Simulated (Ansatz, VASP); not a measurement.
**One calculation of Zr, two programs**

```
Zr
1.0
     3.23200    0.00000    0.00000
    -1.61600    2.79899    0.00000
     0.00000    0.00000    5.14700
Zr
2
Cartesian
  1.6160 0.9330 3.8603
  0.0000 1.8660 1.2868
```

Alike in both runs: task relaxation of cell and atoms; functional BLYP; dispersion D4; k mesh 9 × 9 × 5; occupations fermi-dirac, width 0.05 eV; no spin polarisation.

```csv
,VASP,Ansatz
version,VASP 6.6.1,Ansatz 0.2.0
potentials or method,"VASP PAW PBE potentials, release 64 (Zr_sv), cutoff 600 eV","all-electron LAPW, scalar-relativistic"
```

VASP gave:

| Item | Value |
| --- | --- |
| relaxed volume (Å³/atom) | 23.56 |
| relaxed cell length with the largest relative difference (Å) | 3.236 |

Problem. Estimate Ansatz's values.

Solution. Relaxed volume (Å³/atom): 23.51; relaxed cell length with the largest relative difference (Å): 3.232.

VASP's potentials were made for PBE, not for BLYP. Ansatz ran all-electron here, and VASP with PAW potentials.
